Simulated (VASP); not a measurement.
# WSe2 in VASP: further runs, part 2 of 2

VASP 6.6.1. Earlier steps stand in the parts before.

## (3) Single point, PBE+D3(BJ)

INCAR

```
PREC = Accurate
ENCUT = 520
EDIFF = 1E-6
ISMEAR = 0
SIGMA = 0.05
LREAL = False
LASPH = True
NELM = 80
ALGO = Normal
ISIF = 2
LWAVE = False
LCHARG = False
LDIPOL = True
IDIPOL = 3
DIPOL = 0.5 0.5 0.397
GGA = PE
IVDW = 12
NBANDS = 35
```

KPOINTS

```
Automatic mesh
0
Gamma
  9 9 1
```

POSCAR

```
WSe2
1.0
    3.2854928007      0.0000000000      0.0000000000
   -1.6427464003      2.8453202293      0.0000000000
    0.0000000000      0.0000000000     24.2386464730
Se W
4 2
Direct
    0.3333333333      0.6666666667      0.1856539310
    0.3333333333      0.6666666667      0.3246601763
    0.6666666667      1.3333333333      0.4694702425
    0.6666666667      1.3333333333      0.6084764877
    0.6666666667      0.3333333333      0.2551570536
    0.3333333333      1.6666666667      0.5389733651
```

Potentials or basis: VASP PAW PBE potentials, release 64 (Se, W_sv).

Started as:

```
$ cat potpaw_PBE.64/Se/POTCAR potpaw_PBE.64/W_sv/POTCAR > POTCAR
$ mpirun -np 1 vasp_std > vasp.out
```

OUTCAR:

```text
PREC = Accurate
   ENCUT = 520
   EDIFF = 1E-6
   ISMEAR = 0
   LREAL = False
   LASPH = True
   NELM = 80
   ISIF = 2
   GGA = PE
   IVDW = 12
 IVDW          = 12

 ion  position               nearest neighbor table
   1  0.333  0.667  0.186-   5 2.54   5 2.54   5 2.54
   2  0.333  0.667  0.325-   5 2.54   5 2.54   5 2.54
   3  0.667  0.333  0.469-   6 2.54   6 2.54   6 2.54
   4  0.667  0.333  0.608-   6 2.54   6 2.54   6 2.54
   5  0.667  0.333  0.255-   1 2.54   1 2.54   1 2.54   2 2.54   2 2.54   2 2.54
   6  0.333  0.667  0.539-   3 2.54   4 2.54   3 2.54   4 2.54   3 2.54   4 2.54

  LATTYP: Found a hexagonal cell.
 ALAT       =     3.2854928007
 C/A-ratio  =     7.3774766659

  Lattice vectors:

 A1 = (   3.2854928007,   0.0000000000,   0.0000000000)
 A2 = (  -1.6427464003,   2.8453202293,   0.0000000000)
 A3 = (   0.0000000000,   0.0000000000,  24.2386464730)

Analysis of symmetry for initial positions (statically):
=====================================================================
 Subroutine PRICEL returns:
 Original cell was already a primitive cell.

 Routine SETGRP: Setting up the symmetry group for a
 hexagonal supercell.

 Subroutine GETGRP returns: Found 12 space group operations
 (whereof  6 operations were pure point group operations)
 out of a pool of 24 trial point group operations.

The static configuration has the point symmetry C_3v.
 The point group associated with its full space group is D_3d.

Analysis of symmetry for dynamics (positions and initial velocities):
=====================================================================
 Subroutine PRICEL returns:
 Original cell was already a primitive cell.

 Routine SETGRP: Setting up the symmetry group for a
 hexagonal supercell.

 Subroutine GETGRP returns: Found 12 space group operations
 (whereof  6 operations were pure point group operations)
 out of a pool of 24 trial point group operations.

The dynamic configuration has the point symmetry C_3v.
 The point group associated with its full space group is D_3d.

[... 122 lines left out ...]
   LEPSILON=     F    determine dielectric tensor
   LRPA    =     F    only Hartree local field effects (RPA)
 non-spin polarized calculation
 Gauss-broadening in eV      SIGMA  =   0.05
  energy-cutoff  :      520.00
  volume of cell :      226.59
 maximum number of plane-waves:      6144
   NGX = 13   NGY = 13   NGZ = 91

 dipolmoment           0.000000      0.000000      0.000044 electrons x Angstroem

 number of electron      51.9999987 magnetization

 dipolmoment           0.000000      0.000000     -0.000003 electrons x Angstroem

 Free energy of the ion-electron system (eV)
  ---------------------------------------------------
  ext. energy  EPLUGINS =         0.00000000
  ---------------------------------------------------
  free energy    TOTEN  =       -43.21509105 eV

  energy without entropy =      -43.21509105  energy(sigma->0) =      -43.21509105

 E-fermi :   1.2917     XC(G=0):  -6.2638

 val. band max:        0.8872760876   @ k =   0.3333   0.3333   0.0000
 cond. band min:       2.4160235058   @ k =   0.2222   0.1111   0.0000
 fundamental gap:      1.5287474182
 Fermi energy:         1.2916708999

 k-point     1 :       0.0000    0.0000    0.0000
  band No.  band energies     occupation
      1     -73.1826      2.00000
      2     -73.1826      2.00000
      3     -37.4280      2.00000
      4     -37.4280      2.00000
      5     -37.2943      2.00000
      6     -37.2943      2.00000
[... 445 lines left out ...]
     34       5.7686      0.00000
     35       6.7404      0.00000

------------------------ aborting loop because EDIFF is reached ----------------------------------------

 vacuum level on the upper side and lower side of the slab       (xc-potential included)        -0.121        -0.123

 Edisp (eV)   -2.32154

 E8    (eV) :    -1.0672

  FORCE on cell =-STRESS in cart. coord.  units (eV):
  Direction    XX          YY          ZZ          XY          YZ          ZX
  --------------------------------------------------------------------------------------
  -------------------------------------------------------------------------------------
  Total      -0.02176    -0.02176    -0.40277    -0.00000    -0.00000    -0.00000
  in kB      -0.15388    -0.15388    -2.84792    -0.00000    -0.00000    -0.00000
  external pressure =       -1.05 kB  Pullay stress =        0.00 kB

 VOLUME and BASIS-vectors are now :
 -----------------------------------------------------------------------------
  energy-cutoff  :      520.00
  volume of cell :      226.59
      direct lattice vectors                 reciprocal lattice vectors
     3.285492801  0.000000000  0.000000000     0.304368343  0.175727145  0.000000000
    -1.642746400  2.845320229  0.000000000     0.000000000  0.351454290  0.000000000
     0.000000000  0.000000000 24.238646473     0.000000000  0.000000000  0.041256429

 POSITION                                       TOTAL-FORCE (eV/Angst)
 -----------------------------------------------------------------------------------
     -0.00000      1.89688      4.50000        -0.000000      0.000000     -0.037017
     -0.00000      1.89688      7.86932        -0.000000     -0.000000      0.138742
      1.64275      0.94844     11.37932         0.000000     -0.000000     -0.138742
      1.64275      0.94844     14.74865        -0.000000     -0.000000      0.037017
      1.64275      0.94844      6.18466        -0.000000      0.000000      0.035476
     -0.00000      1.89688     13.06398         0.000000      0.000000     -0.035476
 -----------------------------------------------------------------------------------
    total drift:                               -0.000000     -0.000000     -0.000084

  FREE ENERGIE OF THE ION-ELECTRON SYSTEM (eV)
  ---------------------------------------------------
  free  energy   TOTEN  =       -45.5366327470 eV

  energy  without entropy=      -45.5366327470  energy(sigma->0) =      -45.53663275

 vacuum level on the upper side and lower side of the slab         5.830         5.829
```

OSZICAR:

```text
N       E                     dE             d eps       ncg     rms          rms(c)
DAV:   1     0.464481157030E+03    0.46448E+03   -0.27254E+04  1000   0.130E+03
DAV:   2    -0.129305963381E+02   -0.47741E+03   -0.46372E+03  1047   0.327E+02
DAV:   3    -0.442576448431E+02   -0.31327E+02   -0.30922E+02  1045   0.807E+01
[... 14 lines left out ...]
DAV:  18    -0.432150623041E+02   -0.50470E-04   -0.24222E-06   761   0.635E-03    0.223E-03
DAV:  19    -0.432150823590E+02   -0.20055E-04   -0.14087E-06   774   0.389E-03    0.153E-03
DAV:  20    -0.432150895087E+02   -0.71497E-05   -0.50008E-07   714   0.222E-03    0.352E-04
DAV:  21    -0.432150906046E+02   -0.10959E-05   -0.69416E-08   588   0.100E-03    0.277E-04
DAV:  22    -0.432150910461E+02   -0.44152E-06   -0.36505E-08   541   0.513E-04
   1 F= -.45536633E+02 E0= -.45536633E+02  d E =-.271627E-31
```

Wall time 80 s (1 thread of Intel Xeon 6975P-C (Granite Rapids), shared host); peak memory 0.35 GiB.

Results:

```
Free energy                : -45.5366 eV
Largest force              : 0.139 eV/Å
Band gap on the k mesh     : 1.53 eV, indirect (least direct gap 1.64 eV)
Dispersion energy per atom : -0.387 eV
```

Forces in eV/Å, atoms in the order of the input:
```
Se   0.000  0.000 -0.037
Se   0.000  0.000  0.139
Se   0.000  0.000 -0.139
Se   0.000  0.000  0.037
W    0.000  0.000  0.035
W    0.000  0.000 -0.035
```

Caveat: spin-orbit coupling is left out, which moves the levels of the heavy elements.

## (4) Single point, PBE+D3(BJ)

Edit INCAR of step 3 so:

```diff
@@ -7,3 +7,3 @@
 LASPH = True
-NELM = 80
+NELM = 60
 ALGO = Normal
```

KPOINTS

```
regular mesh
0
Gamma
  9 9 1
```

POSCAR

```
WSe2
1.0
    3.2854928007      0.0000000000      0.0000000000
   -1.6427464003      2.8453202293      0.0000000000
    0.0000000000      0.0000000000     24.2386464730
Se W
4 2
Direct
    0.3333333333      0.6666666667      0.1856539310
    0.3333333333      0.6666666667      0.3246601763
    1.0000000000      1.0000000000      0.4694702425
    1.0000000000      1.0000000000      0.6084764877
    0.6666666667      0.3333333333      0.2551570536
    0.6666666667      1.3333333333      0.5389733651
```

Started as:

```
$ cat potpaw_PBE.64/Se/POTCAR potpaw_PBE.64/W_sv/POTCAR > POTCAR
$ mpirun -np 1 vasp_std > vasp.out
```

Run time: 80 s. Hardware: 1 thread of Intel Xeon 6975P-C (Granite Rapids), shared host; peak memory 0.35 GiB.

It converged, with:

```yaml
Free_energy: -45.5225 eV
Largest_force: 0.102 eV/Å
Band_gap_on_the_k_mesh: 1.57 eV, indirect (least direct gap 1.67 eV)
Dispersion_energy_per_atom: -0.387 eV
```

Forces on the atoms (eV/Å):
```
Se   0.000  0.000 -0.041
Se   0.000  0.000  0.102
Se   0.000  0.000 -0.102
Se   0.000  0.000  0.041
W    0.000  0.000  0.043
W    0.000  0.000 -0.043
```

Levels at points of the mesh, in eV from the valence-band top:
| k point | band 22 | band 23 | band 24 | band 25 | band 26 | band 27 | band 28 | band 29 | band 30 | band 31 |
| --- | --- | --- | --- | --- | --- | --- | --- | --- | --- | --- |
| (0.00, 0.00, 0.00) | -1.17 | -1.17 | -1.17 | -0.58 | -0.09 | 2.96 | 2.96 | 3.01 | 3.01 | 3.13 |

Caveat: spin-orbit coupling is left out, which moves the levels of the heavy elements.

## (5) Single point, PBE+D3(BJ)

INCAR

```
SYSTEM = WSe2
PREC     = Accurate       ! precision mode
ENCUT    = 520            ! plane-wave cutoff, eV
EDIFF    = 1E-6           ! SCF threshold, eV
ISMEAR   = 0              ! smearing method
SIGMA    = 0.05           ! smearing width, eV
LREAL    = .FALSE.        ! projectors in reciprocal space
LASPH    = .TRUE.         ! aspherical terms in the spheres
NELM     = 60             ! most SCF steps
ALGO     = Normal         ! electronic algorithm
ISIF     = 2              ! what is computed and relaxed
LWAVE    = .FALSE.        ! write WAVECAR
LCHARG   = .TRUE.         ! write CHGCAR
LDIPOL   = .TRUE.       
IDIPOL   = 3            
DIPOL    = 0.5 0.5 0.397
GGA      = PE             ! functional
IVDW     = 12             ! dispersion correction
LELF     = .TRUE.         ! ELF
LVHAR    = .TRUE.       
LVACPOTAV= .TRUE.       
NBANDS   = 35             ! bands
```

KPOINTS

```
regular mesh
0
G
  9 9 1
  0 0 0
```

POSCAR

```
WSe2
1.0
    3.2854928007      0.0000000000      0.0000000000
   -1.6427464003      2.8453202293      0.0000000000
    0.0000000000      0.0000000000     24.2386464730
Se W
4 2
Direct
    0.3333333333      0.6666666667      0.1856539310
    0.3333333333      0.6666666667      0.3246601763
    0.6666666667      1.3333333333      0.4694702425
    0.6666666667      1.3333333333      0.6084764877
    0.6666666667      0.3333333333      0.2551570536
    0.3333333333      1.6666666667      0.5389733651
```

Started as:

```
$ cat potpaw_PBE.64/Se/POTCAR potpaw_PBE.64/W_sv/POTCAR > POTCAR
$ mpirun -np 1 vasp_std > vasp.out
```

Run time: 87 s. Hardware: 1 thread of Intel Xeon 6975P-C (Granite Rapids), shared host; peak memory 0.35 GiB.

The run converged. Its results:

| Property | Result |
| --- | --- |
| Free energy | -45.5366 eV |
| Largest force | 0.139 eV/Å |
| Band gap on the k mesh | 1.53 eV, indirect (least direct gap 1.64 eV) |
| Dispersion energy per atom | -0.387 eV |

Forces on the atoms (eV/Å):
```
Se   0.000  0.000 -0.037
Se   0.000  0.000  0.139
Se   0.000  0.000 -0.139
Se   0.000  0.000  0.037
W    0.000  0.000  0.035
W    0.000  0.000 -0.035
```

Levels at points of the mesh, in eV from the valence-band top:
| k point | band 22 | band 23 | band 24 | band 25 | band 26 | band 27 | band 28 | band 29 | band 30 | band 31 |
| --- | --- | --- | --- | --- | --- | --- | --- | --- | --- | --- |
| (0.00, 0.00, 0.00) | -1.21 | -1.20 | -1.20 | -0.61 | -0.13 | 2.95 | 2.95 | 2.96 | 2.96 | 3.09 |

Caveat: spin-orbit coupling is left out, which moves the levels of the heavy elements.
